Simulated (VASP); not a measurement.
# AlFe (Pm-3m) in VASP: a series of runs

AlFe is run at these levels: PBE; tasks: single point.

Program: VASP 6.6.1. These are calculated values, not measurements. Logs are shortened: lines on timing, memory, paths and dates and some standing lists are left out, and cuts for length are marked.

## (1) The cell of the first run

It takes space group Pm-3m (No. 221, cubic). Conventional cell: a = 2.910 Å, b = 2.910 Å, c = 2.910 Å, α = 90.00°, β = 90.00°, γ = 90.00°. Within 3.3 Å of Al (site symmetry m-3m) lie 8 Fe at 2.52 Å and 6 Al at 2.91 Å. Within 3.3 Å of Fe (site symmetry m-3m) lie 8 Al at 2.52 Å and 6 Fe at 2.91 Å.

## (2) Single point, PBE, collinear spin, ferromagnetic start

Contents of INCAR:

```
SYSTEM = AlFe
  PREC = Accurate
  ENCUT = 600
  EDIFF = 1E-6
  ISMEAR = -1
  SIGMA = 0.1
  LREAL = .FALSE.
  LASPH = .TRUE.
  NELM = 200
  ALGO = Normal
  ISIF = 2
  LWAVE = .FALSE.
  LCHARG = .FALSE.
  ISPIN = 2
  MAGMOM = 0 0.78
  LORBIT = 11
  NUPDOWN = 0.78
  LMAXMIX = 4
  GGA = PE
  NBANDS = 16
  GGA_COMPAT = .FALSE.
```

Contents of KPOINTS:

```
Automatic mesh
0
G
  11 11 11
  0 0 0
```

Contents of POSCAR:

```
AlFe
1.0
    2.9100000000      0.0000000000      0.0000000000
    0.0000000000      2.9100000000      0.0000000000
    0.0000000000      0.0000000000      2.9100000000
Al Fe
1 1
Direct
    0.0000000000      0.0000000000      0.0000000000
    0.5000000000      0.5000000000      0.5000000000
```

Potentials or basis: VASP PAW PBE potentials, release 64 (Al, Fe).

Launch:

```
> cat potpaw_PBE.64/Al/POTCAR potpaw_PBE.64/Fe/POTCAR > POTCAR
> mpirun -np 1 vasp_std > vasp.out
```

OUTCAR:

```text
SYSTEM = AlFe
   PREC = Accurate
   ENCUT = 600
   EDIFF = 1E-6
   ISMEAR = -1
   LREAL = .FALSE.
   LASPH = .TRUE.
   NELM = 200
   ISIF = 2
   ISPIN = 2
   LORBIT = 11
   NUPDOWN = 0.78
   GGA = PE

 ion  position               nearest neighbor table
   1  0.000  0.000  0.000-   2 2.52   2 2.52   2 2.52   2 2.52   2 2.52   2 2.52   2 2.52   2 2.52

   2  0.500  0.500  0.500-   1 2.52   1 2.52   1 2.52   1 2.52   1 2.52   1 2.52   1 2.52   1 2.52

  LATTYP: Found a simple cubic cell.
 ALAT       =     2.9100000000

  Lattice vectors:

 A1 = (   2.9100000000,   0.0000000000,   0.0000000000)
 A2 = (   0.0000000000,   2.9100000000,   0.0000000000)
 A3 = (   0.0000000000,   0.0000000000,   2.9100000000)

Analysis of symmetry for initial positions (statically):
=====================================================================
 Subroutine PRICEL returns:
 Original cell was already a primitive cell.

 Routine SETGRP: Setting up the symmetry group for a
 simple cubic supercell.

 Subroutine GETGRP returns: Found 48 space group operations
 (whereof 48 operations were pure point group operations)
 out of a pool of 48 trial point group operations.

The static configuration has the point symmetry O_h .

Analysis of symmetry for dynamics (positions and initial velocities):
=====================================================================
 Subroutine PRICEL returns:
 Original cell was already a primitive cell.

 Routine SETGRP: Setting up the symmetry group for a
 simple cubic supercell.

 Subroutine GETGRP returns: Found 48 space group operations
 (whereof 48 operations were pure point group operations)
 out of a pool of 48 trial point group operations.

The dynamic configuration has the point symmetry O_h .

Analysis of structural, dynamic, and magnetic symmetry:
=====================================================================
 Subroutine PRICEL returns:
 Original cell was already a primitive cell.

 Routine SETGRP: Setting up the symmetry group for a
 simple cubic supercell.

 Subroutine GETGRP returns: Found 48 space group operations
 (whereof 48 operations were pure point group operations)
 out of a pool of 48 trial point group operations.

The overall configuration has the point symmetry O_h .

 Subroutine INISYM returns: Found 48 space group operations
 (whereof 48 operations are pure point group operations),
 and found     1 'primitive' translations

----------------------------------------------------------------------------------------

                                     Primitive cell

  volume of cell :      24.6422

  direct lattice vectors                    reciprocal lattice vectors
     2.910000000  0.000000000  0.000000000     0.343642612  0.000000000  0.000000000
     0.000000000  2.910000000  0.000000000     0.000000000  0.343642612  0.000000000
     0.000000000  0.000000000  2.910000000     0.000000000  0.000000000  0.343642612

  length of vectors
     2.910000000  2.910000000  2.910000000     0.343642612  0.343642612  0.343642612

  position of ions in fractional coordinates (direct lattice)
     0.000000000  0.000000000  0.000000000
     0.500000000  0.500000000  0.500000000

  ion indices of the primitive-cell ions
   primitive index   ion index
                 1           1
                 2           2

----------------------------------------------------------------------------------------

 KPOINTS: Automatic mesh

Automatic generation of k-mesh.
 Grid dimensions read from file:
 generate k-points for:   11   11   11

 Generating k-lattice:

  Cartesian coordinates                     Fractional coordinates (reciprocal lattice)
     0.031240237  0.000000000  0.000000000     0.090909091  0.000000000  0.000000000
     0.000000000  0.031240237  0.000000000     0.000000000  0.090909091  0.000000000
     0.000000000  0.000000000  0.031240237     0.000000000  0.000000000  0.090909091

  Length of vectors
     0.031240237  0.031240237  0.031240237

  Shift w.r.t. Gamma in fractional coordinates (k-lattice)
     0.000000000  0.000000000  0.000000000

 Subroutine IBZKPT returns following result:
 ===========================================

 Found     56 irreducible k-points:

 Following reciprocal coordinates:
            Coordinates               Weight
  0.000000  0.000000  0.000000      1.000000
  0.090909  0.000000  0.000000      6.000000
  0.181818  0.000000  0.000000      6.000000
  0.272727  0.000000  0.000000      6.000000
  0.363636  0.000000  0.000000      6.000000
  0.454545  0.000000  0.000000      6.000000
[... 16 lines left out ...]
  0.181818  0.090909  0.090909     24.000000
  0.272727  0.090909  0.090909     24.000000
 [... further k-points ...]
   k-points           NKPTS =     56   k-points in BZ     NKDIM =     56   number of bands    NBANDS=     16
   number of dos      NEDOS =    301   number of ions     NIONS =      2
   total plane-waves  NPLWV =  13824
   dimension x,y,z NGX =    24 NGY =   24 NGZ =   24
   dimension x,y,z NGXF=    48 NGYF=   48 NGZF=   48
   ions per type =               1   1
   NGX,Y,Z   is equivalent  to a cutoff of  13.71, 13.71, 13.71 a.u.
   NGXF,Y,Z  is equivalent  to a cutoff of  27.42, 27.42, 27.42 a.u.
 SYSTEM =  AlFe
   PREC   = accura    normal or accurate (medium, high low for compatibility)
   ISTART =      0    job   : 0-new  1-cont  2-samecut
   ICHARG =      2    charge: 1-file 2-atom 10-const
   ISPIN  =      2    spin polarized calculation?
   LNONCOLLINEAR =      F non collinear calculations
   LSORBIT =      F    spin-orbit coupling
   LASPH  =      T    aspherical Exc in radial PAW
   ENCUT  =  600.0 eV  44.10 Ry    6.64 a.u.   5.81  5.81  5.81*2*pi/ulx,y,z
   NELM   =    200;   NELMIN=  2; NELMDL= -5     # of ELM steps
   EDIFF  = 0.1E-05   stopping-criterion for ELM
   LREAL  =      F    real-space projection
   EDIFFG = 0.1E-04   stopping-criterion for IOM
   NSW    =      0    number of steps for IOM
   IBRION =     -1    ionic relax: 0-MD 1-quasi-New 2-CG
   NFREE  =      0    steps in history (QN), initial steepest desc. (CG)
   ISIF   =      2    stress and relaxation
   ISYM   =      2    0-nonsym 1-usesym 2-fastsym
   POTIM  = 0.5000    time-step for ionic-motion
   TEBEG  =    0.0;   TEEND  =   0.0 temperature during run
   PSTRESS=    0.0 pullay stress
   NELECT =      11.0000    total number of electrons
   NUPDOWN=       0.7800    fix difference up-down
   EMIN   =  10.00;   EMAX   =-10.00  energy-range for DOS
   EFERMI =   0.00;   METHOD = LEGACY
   ISMEAR =    -1;   SIGMA  =   0.10  broadening in eV -4-tet -1-fermi 0-gaus
   EFERMI_NEDOS =   21; number of points for ismear=-14 and -15
   IALGO  =     38    algorithm
   IMIX   =      4    mixing-type and parameters
     AMIX     =   0.40;   BMIX     =  1.00
     AMIX_MAG =   1.60;   BMIX_MAG =  1.00
  volume/ion in A,a.u.               =      12.32        83.15
  Fermi-wavevector in a.u.,A,eV,Ry     =   1.251160  2.364349 21.298567  1.565401
  Thomas-Fermi vector in A             =   2.385120
   LORBIT       =     11    0 simple, 1 ext, 2 COOP (PROOUT), +10 PAW based schemes
   GGA     = PE    functional components
   LHFCALC =     F    Hartree Fock is set to
   AEXX    =    0.0000 exact exchange contribution
   IVDW    =     0    specifies the selected vdW correction
   LEPSILON=     F    determine dielectric tensor
   LRPA    =     F    only Hartree local field effects (RPA)
 spin polarized calculation
  energy-cutoff  :      600.00
  volume of cell :       24.64
 maximum number of plane-waves:       840
 NGX is ok and might be reduce to    24
   NGX = 11   NGY = 11   NGZ = 11

 number of electron      10.9999994 magnetization       0.7800000

 Free energy of the ion-electron system (eV)
  ---------------------------------------------------
  ext. energy  EPLUGINS =         0.00000000
  ---------------------------------------------------
  free energy    TOTEN  =       -12.66695499 eV

  energy without entropy =      -12.58830566  energy(sigma->0) =      -12.62763033

 E-fermi :   7.6994     XC(G=0): -11.9715

 val. band max:        7.7690986729   @ k =   0.4545   0.4545   0.2727
 cond. band min:       7.7087300452   @ k =   0.4545   0.2727   0.0000
 fundamental gap:     -0.0603686277
 Fermi energy:         7.7986398109

 spin component 1

 k-point     1 :       0.0000    0.0000    0.0000
  band No.  band energies     occupation
      1      -2.5627      1.00000
      2       5.2164      1.00000
      3       5.2164      1.00000
      4       7.2074      0.99730
      5       7.2074      0.99730
      6       7.2074      0.99730
[... 8 lines left out ...]
     15      28.9477      0.00000
     16      30.8768      0.00000

 k-point     2 :       0.0909    0.0000    0.0000
  band No.  band energies     occupation
      1      -2.4118      1.00000
      2       5.2013      1.00000
      3       5.2589      1.00000
      4       7.1222      0.99885
      5       7.1222      0.99885
      6       7.2162      0.99705
[... 8 lines left out ...]
     15      28.9411      0.00000
     16      29.2565      0.00000

 k-point     3 :       0.1818    0.0000    0.0000
  band No.  band energies     occupation
      1      -1.9636      1.00000
      2       5.0806      1.00000
      3       5.3759      1.00000
      4       6.9092      0.99986
      5       6.9092      0.99986
      6       7.2400      0.99626
[... 8 lines left out ...]
     15      27.2884      0.00000
     16      28.9226      0.00000
[... 362 lines left out ...]
 k-point    23 :       0.1818    0.0909    0.0909
  band No.  band energies     occupation
      1      -1.6704      1.00000
      2       5.1797      1.00000
      3       5.3823      1.00000
      4       6.7952      0.99996
      5       6.8333      0.99994
      6       7.0805      0.99924
[... 8 lines left out ...]
     15      26.3532      0.00000
     16      29.2720      0.00000

 k-point    24 :       0.2727    0.0909    0.0909
  band No.  band energies     occupation
      1      -0.9494      1.00000
      2       4.7552      1.00000
      3       5.5449      1.00000
      4       6.5593      1.00000
      5       6.6054      0.99999
      6       7.1173      0.99890
[... 8 lines left out ...]
     15      27.4537      0.00000
     16      27.5132      0.00000

 [... further k-points ...]

 spin component 2

 k-point     1 :       0.0000    0.0000    0.0000
  band No.  band energies     occupation
      1      -2.5564      1.00000
      2       5.6588      1.00000
      3       5.6588      1.00000
      4       8.1133      0.01569
      5       8.1133      0.01569
      6       8.1133      0.01569
[... 8 lines left out ...]
     15      28.9901      0.00000
     16      30.8553      0.00000

 k-point     2 :       0.0909    0.0000    0.0000
  band No.  band energies     occupation
      1      -2.4056      1.00000
      2       5.6266      1.00000
      3       5.7061      1.00000
      4       8.0126      0.04181
      5       8.0126      0.04181
      6       8.1233      0.01423
[... 8 lines left out ...]
     15      28.9776      0.00000
     16      29.2765      0.00000

 k-point     3 :       0.1818    0.0000    0.0000
  band No.  band energies     occupation
      1      -1.9579      1.00000
      2       5.4402      1.00000
      3       5.8367      1.00000
      4       7.7659      0.33974
      5       7.7659      0.33974
      6       8.1501      0.01092
[... 8 lines left out ...]
     15      27.3487      0.00000
     16      28.9429      0.00000
[... 362 lines left out ...]
 k-point    23 :       0.1818    0.0909    0.0909
  band No.  band energies     occupation
      1      -1.6647      1.00000
      2       5.5491      1.00000
      3       5.8255      1.00000
      4       7.6141      0.70121
      5       7.6723      0.56754
      6       7.9633      0.06671
[... 8 lines left out ...]
     15      26.4079      0.00000
     16      29.3023      0.00000

 k-point    24 :       0.2727    0.0909    0.0909
  band No.  band energies     occupation
      1      -0.9434      1.00000
      2       5.0052      1.00000
      3       6.0138      1.00000
      4       7.3549      0.96909
      5       7.3902      0.95656
      6       8.0056      0.04471
[... 8 lines left out ...]
     15      27.5210      0.00000
     16      27.5741      0.00000

 [... further k-points ...]
[... 5 lines left out ...]
  --------------------------------------------------------------------------------------
  -------------------------------------------------------------------------------------
  Total       -0.8248506     -0.8248506     -0.8248506     -0.0000000      0.0000000     -0.0000000
  in kB      -53.6298912    -53.6298912    -53.6298912     -0.0000000      0.0000000     -0.0000000
  external PRESSURE =     -53.6298912 kB  Pullay stress =       0.0000000 kB

 VOLUME and BASIS-vectors are now :
 -----------------------------------------------------------------------------
  energy-cutoff  :      600.00
  volume of cell :       24.64
      direct lattice vectors                 reciprocal lattice vectors
     2.910000000  0.000000000  0.000000000     0.343642612  0.000000000  0.000000000
     0.000000000  2.910000000  0.000000000     0.000000000  0.343642612  0.000000000
     0.000000000  0.000000000  2.910000000     0.000000000  0.000000000  0.343642612

 POSITION                                       TOTAL-FORCE (eV/Angst)
 -----------------------------------------------------------------------------------
      0.00000      0.00000      0.00000         0.000000      0.000000      0.000000
      1.45500      1.45500      1.45500         0.000000      0.000000      0.000000
 -----------------------------------------------------------------------------------
    total drift:                                0.000000     -0.000000     -0.000000

  FREE ENERGIE OF THE ION-ELECTRON SYSTEM (eV)
  ---------------------------------------------------
  free  energy   TOTEN  =       -12.6669549926 eV

  energy  without entropy=      -12.5883056589  energy(sigma->0) =      -12.62763033

 total charge

# of ion       s       p       d       tot
------------------------------------------
    1        0.395   0.420   0.000   0.816
    2        0.416   0.477   6.449   7.342
--------------------------------------------------
tot          0.812   0.897   6.449   8.158

 magnetization (x)

# of ion       s       p       d       tot
------------------------------------------
    1       -0.009  -0.018   0.000  -0.026
    2        0.000   0.009   0.816   0.825
--------------------------------------------------
tot         -0.008  -0.009   0.816   0.798
```

Run time: 21 s. Hardware: 1 thread of Intel Xeon Platinum 8488C (Sapphire Rapids), shared host; peak memory 0.17 GiB.

What came out:

* Free energy: -12.6670 eV
* Pressure: -5.4 GPa
* Net moment: 0.78 μB per cell
* Site moments: Al -0.03; Fe +0.82 μB
* Valence electrons inside the program's atomic spheres: Al 0.82; Fe 7.34

Caveat: the total moment is fixed, so each spin has its own Fermi level.

(Part 1 of 2 ends here.)
